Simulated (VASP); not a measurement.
# GaN in VASP: settings compared

The runs below take GaN through single point, with PBE, r2SCAN.

Program: VASP 6.6.1. These are calculated values, not measurements. Logs are shortened: lines on timing, memory, paths and dates and some standing lists are left out, and cuts for length are marked.

### Step 1. The cell of the first run

Symmetry: I4/mmm, No. 139, tetragonal system. The conventional cell has a = 2.982 Å, b = 2.982 Å, c = 4.357 Å, α = 90.00°, β = 90.00°, γ = 90.00°. Ga (site symmetry 4/mmm) has 6 N at 2.11 to 2.18 Å within 2.8 Å. Within 2.8 Å of N (site symmetry 4/mmm) lie 6 Ga at 2.11 to 2.18 Å.

### Step 2. Single point, PBE (uniaxial z strain +3.3%)

File INCAR:

```
PREC = Accurate
ENCUT = 520
EDIFF = 1E-7
ISMEAR = -1
SIGMA = 0.02
LREAL = F
LASPH = T
NELM = 100
ALGO = Normal
ISIF = 2
LWAVE = F
LCHARG = F
GGA = PE
NBANDS = 16
```

File KPOINTS:

```
Automatic mesh
0
Gamma
  10 10 10
```

File POSCAR:

```
GaN
1.0
    0.0000000000      2.1085152339      2.1783070881
    2.1085152339      0.0000000000      2.1783070881
    2.1085152339      2.1085152339      0.0000000000
Ga N
1 1
Direct
    0.0000000000      0.0000000000      0.0000000000
    0.5000000000      0.5000000000      0.5000000000
```

Potentials or basis: VASP PAW PBE potentials, release 64 (Ga_d, N).

Run with:

```sh
$ cat potpaw_PBE.64/Ga_d/POTCAR potpaw_PBE.64/N/POTCAR > POTCAR
$ mpirun -np 1 vasp_std > vasp.out
```

OUTCAR:

```text
PREC = Accurate
   ENCUT = 520
   EDIFF = 1E-7
   ISMEAR = -1
   LREAL = F
   LASPH = T
   NELM = 100
   ISIF = 2
   GGA = PE

 ion  position               nearest neighbor table
   1  0.000  0.000  0.000-   2 2.11   2 2.11   2 2.11   2 2.11   2 2.18   2 2.18
   2  0.500  0.500  0.500-   1 2.11   1 2.11   1 2.11   1 2.11   1 2.18   1 2.18

  LATTYP: Found a body centered tetragonal cell.
 ALAT       =     2.9818908403
 C/A-ratio  =     1.4610240313

  Lattice vectors:

 A1 = (  -2.1085152339,   0.0000000000,   2.1783070881)
 A2 = (   2.1085152339,   0.0000000000,   2.1783070881)
 A3 = (   0.0000000000,   2.1085152339,  -2.1783070881)

Analysis of symmetry for initial positions (statically):
=====================================================================
 Subroutine PRICEL returns:
 Original cell was already a primitive cell.

 Routine SETGRP: Setting up the symmetry group for a
 body centered tetragonal supercell.

 Subroutine GETGRP returns: Found 16 space group operations
 (whereof 16 operations were pure point group operations)
 out of a pool of 16 trial point group operations.

The static configuration has the point symmetry D_4h.

Analysis of symmetry for dynamics (positions and initial velocities):
=====================================================================
 Subroutine PRICEL returns:
 Original cell was already a primitive cell.

 Routine SETGRP: Setting up the symmetry group for a
 body centered tetragonal supercell.

 Subroutine GETGRP returns: Found 16 space group operations
 (whereof 16 operations were pure point group operations)
 out of a pool of 16 trial point group operations.

The dynamic configuration has the point symmetry D_4h.

 Subroutine INISYM returns: Found 16 space group operations
 (whereof 16 operations are pure point group operations),
 and found     1 'primitive' translations

----------------------------------------------------------------------------------------

                                     Primitive cell

  volume of cell :      19.3688

  direct lattice vectors                    reciprocal lattice vectors
     0.000000000  2.108515234  2.178307088    -0.237133691  0.237133691  0.229536048
     2.108515234  0.000000000  2.178307088     0.237133691 -0.237133691  0.229536048
     2.108515234  2.108515234  0.000000000     0.237133691  0.237133691 -0.229536048

  length of vectors
     3.031642832  3.031642832  2.981890840     0.406388450  0.406388450  0.406388450

  position of ions in fractional coordinates (direct lattice)
     0.000000000  0.000000000  0.000000000
     0.500000000  0.500000000  0.500000000

  ion indices of the primitive-cell ions
   primitive index   ion index
                 1           1
                 2           2

----------------------------------------------------------------------------------------

 KPOINTS: Automatic mesh

Automatic generation of k-mesh.
 Grid dimensions read from file:
 generate k-points for:   10   10   10

 Generating k-lattice:

  Cartesian coordinates                     Fractional coordinates (reciprocal lattice)
    -0.023713369  0.023713369  0.022953605     0.100000000  0.000000000  0.000000000
     0.023713369 -0.023713369  0.022953605     0.000000000  0.100000000  0.000000000
     0.023713369  0.023713369 -0.022953605     0.000000000  0.000000000  0.100000000

  Length of vectors
     0.040638845  0.040638845  0.040638845

  Shift w.r.t. Gamma in fractional coordinates (k-lattice)
     0.000000000  0.000000000  0.000000000

 Subroutine IBZKPT returns following result:
 ===========================================

 Found    102 irreducible k-points:

 Following reciprocal coordinates:
            Coordinates               Weight
  0.000000  0.000000  0.000000      1.000000
  0.100000  0.000000  0.000000      8.000000
  0.200000  0.000000  0.000000      8.000000
  0.300000  0.000000  0.000000      8.000000
  0.400000  0.000000  0.000000      8.000000
  0.500000  0.000000  0.000000      4.000000
[... 16 lines left out ...]
  0.300000  0.300000  0.000000      2.000000
  0.400000  0.300000  0.000000      8.000000
 [... further k-points ...]
   k-points           NKPTS =    102   k-points in BZ     NKDIM =    102   number of bands    NBANDS=     16
   number of dos      NEDOS =    301   number of ions     NIONS =      2
   total plane-waves  NPLWV =  13824
   dimension x,y,z NGX =    24 NGY =   24 NGZ =   24
   dimension x,y,z NGXF=    48 NGYF=   48 NGZF=   48
   ions per type =               1   1
   NGX,Y,Z   is equivalent  to a cutoff of  13.16, 13.16, 13.38 a.u.
   NGXF,Y,Z  is equivalent  to a cutoff of  26.32, 26.32, 26.76 a.u.
 SYSTEM =  unknown system
   PREC   = accura    normal or accurate (medium, high low for compatibility)
   ISTART =      0    job   : 0-new  1-cont  2-samecut
   ICHARG =      2    charge: 1-file 2-atom 10-const
   ISPIN  =      1    spin polarized calculation?
   LNONCOLLINEAR =      F non collinear calculations
   LSORBIT =      F    spin-orbit coupling
   LASPH  =      T    aspherical Exc in radial PAW
   ENCUT  =  520.0 eV  38.22 Ry    6.18 a.u.   5.64  5.64  5.54*2*pi/ulx,y,z
   NELM   =    100;   NELMIN=  2; NELMDL= -5     # of ELM steps
   EDIFF  = 0.1E-06   stopping-criterion for ELM
   LREAL  =      F    real-space projection
   EDIFFG = 0.1E-05   stopping-criterion for IOM
   NSW    =      0    number of steps for IOM
   IBRION =     -1    ionic relax: 0-MD 1-quasi-New 2-CG
   NFREE  =      0    steps in history (QN), initial steepest desc. (CG)
   ISIF   =      2    stress and relaxation
   ISYM   =      2    0-nonsym 1-usesym 2-fastsym
   POTIM  = 0.5000    time-step for ionic-motion
   TEBEG  =    0.0;   TEEND  =   0.0 temperature during run
   PSTRESS=    0.0 pullay stress
   NELECT =      18.0000    total number of electrons
   NUPDOWN=      -1.0000    fix difference up-down
   EMIN   =  10.00;   EMAX   =-10.00  energy-range for DOS
   EFERMI =   0.00;   METHOD = LEGACY
   ISMEAR =    -1;   SIGMA  =   0.02  broadening in eV -4-tet -1-fermi 0-gaus
   EFERMI_NEDOS =   21; number of points for ismear=-14 and -15
   IALGO  =     38    algorithm
   IMIX   =      4    mixing-type and parameters
     AMIX     =   0.40;   BMIX     =  1.00
     AMIX_MAG =   1.60;   BMIX_MAG =  1.00
  volume/ion in A,a.u.               =       9.68        65.35
  Fermi-wavevector in a.u.,A,eV,Ry     =   1.597588  3.019004 34.725981  2.552288
  Thomas-Fermi vector in A             =   2.695171
   LORBIT       =      0    0 simple, 1 ext, 2 COOP (PROOUT), +10 PAW based schemes
   GGA     = PE    functional components
   LHFCALC =     F    Hartree Fock is set to
   AEXX    =    0.0000 exact exchange contribution
   IVDW    =     0    specifies the selected vdW correction
   LEPSILON=     F    determine dielectric tensor
   LRPA    =     F    only Hartree local field effects (RPA)
 non-spin polarized calculation
  energy-cutoff  :      520.00
  volume of cell :       19.37
 maximum number of plane-waves:       544
   NGX = 11   NGY = 11   NGZ = 11

 number of electron      18.0000004 magnetization

 Free energy of the ion-electron system (eV)
  ---------------------------------------------------
  ext. energy  EPLUGINS =         0.00000000
  ---------------------------------------------------
  free energy    TOTEN  =       -11.19887747 eV

  energy without entropy =      -11.19887624  energy(sigma->0) =      -11.19887686

 E-fermi :   7.7790     XC(G=0): -12.9321

 val. band max:        7.6178603425   @ k =  -0.2000   0.2000   0.0000
 cond. band min:       7.9201319829   @ k =   0.5000   0.0000   0.5000
 fundamental gap:      0.3022716404
 Fermi energy:         7.7789811728

 k-point     1 :       0.0000    0.0000    0.0000
  band No.  band energies     occupation
      1      -9.4778      2.00000
      2      -6.4306      2.00000
      3      -6.4156      2.00000
      4      -6.4156      2.00000
      5      -6.3524      2.00000
      6      -6.3100      2.00000
[... 8 lines left out ...]
     15      23.4867      0.00000
     16      23.4868      0.00000

 k-point     2 :       0.1000    0.0000    0.0000
  band No.  band energies     occupation
      1      -9.2883      2.00000
      2      -6.4296      2.00000
      3      -6.4157      2.00000
      4      -6.4059      2.00000
      5      -6.3596      2.00000
      6      -6.3251      2.00000
[... 8 lines left out ...]
     15      23.4419      0.00000
     16      23.4858      0.00000

 k-point     3 :       0.2000    0.0000    0.0000
  band No.  band energies     occupation
      1      -8.7403      2.00000
      2      -6.4485      2.00000
      3      -6.4409      2.00000
      4      -6.4195      2.00000
      5      -6.3310      2.00000
      6      -6.3251      2.00000
[... 8 lines left out ...]
     15      24.4053      0.00000
     16      24.4523      0.00000

 k-point     4 :       0.3000    0.0000    0.0000
  band No.  band energies     occupation
      1      -7.9121      2.00000
      2      -6.5056      2.00000
      3      -6.4808      2.00000
      4      -6.4612      2.00000
      5      -6.2794      2.00000
      6      -6.2700      2.00000
[... 8 lines left out ...]
     15      26.1812      0.00000
     16      26.2280      0.00000
[... 324 lines left out ...]
 k-point    22 :      -0.2000    0.2000    0.0000
  band No.  band energies     occupation
      1      -7.7261      2.00000
      2      -6.5091      2.00000
      3      -6.4820      2.00000
      4      -6.4619      2.00000
      5      -6.3200      2.00000
      6      -6.0787      2.00000
[... 8 lines left out ...]
     15      25.6498      0.00000
     16      28.3513      0.00000

 k-point    23 :       0.3000    0.3000    0.0000
  band No.  band energies     occupation
      1      -8.1866      2.00000
      2      -6.5316      2.00000
      3      -6.2644      2.00000
      4      -6.2644      2.00000
      5      -6.2514      2.00000
      6      -5.7848      2.00000
[... 8 lines left out ...]
     15      31.7421      0.00000
     16      32.5671      0.00000

 k-point    24 :       0.4000    0.3000    0.0000
  band No.  band energies     occupation
      1      -8.0179      2.00000
      2      -6.5413      2.00000
      3      -6.2860      2.00000
      4      -6.2545      2.00000
      5      -6.2063      2.00000
      6      -5.1898      2.00000
[... 8 lines left out ...]
     15      32.3011      0.00000
     16      33.0362      0.00000

 [... further k-points ...]
[... 5 lines left out ...]
  --------------------------------------------------------------------------------------
  -------------------------------------------------------------------------------------
  Total        0.4393617      0.4393617     -0.1996060      0.0000000      0.0000000      0.0000000
  in kB       36.3437862     36.3437862    -16.5113154      0.0000000      0.0000000      0.0000000
  external PRESSURE =      18.7254190 kB  Pullay stress =       0.0000000 kB

 VOLUME and BASIS-vectors are now :
 -----------------------------------------------------------------------------
  energy-cutoff  :      520.00
  volume of cell :       19.37
      direct lattice vectors                 reciprocal lattice vectors
     0.000000000  2.108515234  2.178307088    -0.237133691  0.237133691  0.229536048
     2.108515234  0.000000000  2.178307088     0.237133691 -0.237133691  0.229536048
     2.108515234  2.108515234  0.000000000     0.237133691  0.237133691 -0.229536048

 POSITION                                       TOTAL-FORCE (eV/Angst)
 -----------------------------------------------------------------------------------
      0.00000      0.00000      0.00000         0.000000     -0.000000      0.000000
      2.10852      2.10852      2.17831        -0.000000      0.000000     -0.000000
 -----------------------------------------------------------------------------------
    total drift:                                0.000000     -0.000000     -0.000000

  FREE ENERGIE OF THE ION-ELECTRON SYSTEM (eV)
  ---------------------------------------------------
  free  energy   TOTEN  =       -11.1988774678 eV

  energy  without entropy=      -11.1988762448  energy(sigma->0) =      -11.19887686
```

Wall time 12 s (1 thread of Intel Xeon 6975P-C (Granite Rapids), shared host); peak memory 0.16 GiB.

What came out:

```yaml
Free_energy: -11.1989 eV
Pressure: 1.9 GPa
Band_gap_on_the_k_mesh: 0.30 eV, indirect (least direct gap 2.25 eV)
```

Caveat: the cell differs from its parent crystal (uniaxial z strain +3.3%). A k mesh can miss the band edges.

### Step 3. Single point, PBE (strain along [111] +4.2%)

File INCAR:

```
PREC = Accurate
ENCUT = 520
EDIFF = 1E-7
ISMEAR = -1
SIGMA = 0.02
LREAL = False
LASPH = True
NELM = 60
ALGO = Normal
ISIF = 2
LWAVE = False
LCHARG = False
GGA = PE
NBANDS = 16
```

KPOINTS is that of step 2.

File POSCAR:

```
GaN
1.0
    0.0584761558      2.1669913897      2.1669913897
    2.1669913897      0.0584761558      2.1669913897
    2.1669913897      2.1669913897      0.0584761558
Ga N
1 1
Direct
    0.0000000000      0.0000000000      0.0000000000
    0.5000000000      0.5000000000      0.5000000000
```

Potentials or basis: VASP PAW PBE potentials, release 64 (Ga_d, N).

Run with:

```sh
$ cat potpaw_PBE.64/Ga_d/POTCAR potpaw_PBE.64/N/POTCAR > POTCAR
$ mpirun -np 1 vasp_std > vasp.out
```

Wall time 14 s (1 thread of Intel Xeon 6975P-C (Granite Rapids), shared host); peak memory 0.16 GiB.

Results (log left out):

| Property | Result |
| --- | --- |
| Free energy | -11.1784 eV |
| Pressure | -0.1 GPa |
| Band gap on the k mesh | 0.26 eV, indirect (least direct gap 2.10 eV) |

Stress tensor (GPa, compression positive):
```
-0.11 -5.76 -5.76
-5.76 -0.11 -5.76
-5.76 -5.76 -0.11
```

Levels at points of the mesh, in eV from the valence-band top:
| k point | band 6 | band 7 | band 8 | band 9 | band 10 | band 11 | band 12 | band 13 |
| --- | --- | --- | --- | --- | --- | --- | --- | --- |
| (0.00, 0.00, 0.00) | -14.02 | -0.93 | -0.40 | -0.40 | 1.71 | 13.70 | 14.84 | 14.84 |
| (0.50, 0.00, 0.00) | -13.90 | -8.06 | -0.44 | -0.22 | 4.24 | 8.50 | 8.82 | 8.85 |
| (0.50, 0.50, 0.00) | -11.17 | -6.96 | -3.26 | -2.76 | 0.26 | 7.73 | 11.37 | 13.96 |
| (0.50, 0.50, 0.50) | -13.91 | -8.51 | -0.08 | -0.08 | 4.94 | 8.77 | 9.37 | 9.37 |

Caveat: the cell differs from its parent crystal (strain along [111] +4.2%).

### Step 4. Single point, r2SCAN (uniaxial z strain +3.3%)

File POSCAR:

```
GaN
1.0
    0.0000000000      2.1085152339      2.1783070881
    2.1085152339      0.0000000000      2.1783070881
    2.1085152339      2.1085152339      0.0000000000
Ga N
1 1
Direct
    0.0000000000      0.0000000000      0.0000000000
    0.5000000000      0.5000000000      0.5000000000
```

File INCAR.step1:

```
SYSTEM = GaN
PREC = Accurate
ENCUT = 520
ISMEAR = 0
SIGMA = 0.01
LREAL = .False.
LASPH = .True.
NELM = 80
NBANDS = 16
GGA = PE
ALGO = Normal
EDIFF = 1E-4
LWAVE = .True.
LCHARG = .False.
```

File INCAR.step2:

```
SYSTEM = GaN
PREC = Accurate
ENCUT = 520
EDIFF = 1E-6
ISMEAR = 0
SIGMA = 0.01
LREAL = .False.
LASPH = .True.
NELM = 80
ALGO = Normal
ISIF = 2
LWAVE = .False.
LCHARG = .False.
METAGGA = R2SCAN
LMIXTAU = .True.
NBANDS = 16
ISTART = 1
```

File KPOINTS:

```
Automatic mesh
0
Gamma
  10 10 10
  0 0 0
```

Run with:

```sh
$ cat potpaw_PBE.64/Ga_d/POTCAR potpaw_PBE.64/N/POTCAR > POTCAR
$ cp INCAR.step1 INCAR
$ mpirun -np 1 vasp_std > vasp.out
$ cp INCAR.step2 INCAR
$ mpirun -np 1 vasp_std > vasp.out
```

Run time: 40 s. Hardware: 1 thread of Intel Xeon 6975P-C (Granite Rapids), shared host; peak memory 0.16 GiB.

The run converged. Its results:

```yaml
Free_energy: -20.9597 eV
Pressure: -5.9 GPa
Band_gap_on_the_k_mesh: 0.80 eV, indirect (least direct gap 2.80 eV)
```

Stress tensor (GPa, compression positive):
```
-4.23  0.00  0.00
 0.00 -4.23  0.00
 0.00  0.00 -9.28
```

Levels at points of the mesh, in eV from the valence-band top:
```csv
k point,band 5,band 6,band 7,band 8,band 9,band 10,band 11,band 12,band 13,band 14
"(0.00, 0.00, 0.00)",-14.41,-14.36,-0.64,-0.64,-0.35,2.45,15.09,15.36,15.36,15.59
"(0.50, 0.00, 0.00)",-14.26,-14.24,-8.26,-0.31,-0.14,5.17,9.34,9.93,9.94,17.19
"(0.50, 0.50, 0.00)",-14.20,-11.87,-7.11,-2.94,-2.94,1.12,8.68,12.45,15.50,15.50
"(0.50, 0.00, 0.50)",-14.17,-11.56,-7.05,-3.36,-2.90,0.80,8.31,12.87,14.64,15.66
```

Caveat: the cell differs from its parent crystal (uniaxial z strain +3.3%); the PAW data sets were made with another functional, which shifts forces and pressure a little. A k mesh can miss the band edges.

### Step 5. Overview

```csv
level,cell,smearing,gap on the mesh (eV),pressure (GPa)
PBE,"a = 3.032, b = 3.032, c = 2.982 Å, angles 60.5, 60.5, 58.9°, 2 atoms",fermi-dirac 0.02 eV,0.30,1.9
PBE,"a = 3.065 Å, angles 58.2°, 2 atoms",fermi-dirac 0.02 eV,0.26,-0.1
r2SCAN,"a = 3.032, b = 3.032, c = 2.982 Å, angles 60.5, 60.5, 58.9°, 2 atoms",gaussian 0.01 eV,0.80,-5.9
```

Alike in all rows: task single point; potentials or basis VASP PAW PBE potentials, release 64 (Ga_d, N); no spin polarisation; k mesh 10 × 10 × 10; cutoff (eV) 520.

Caveats: the PAW data sets were made with another functional, which shifts forces and pressure a little (some runs).

Absolute energies hang on the potentials; compare differences alone.
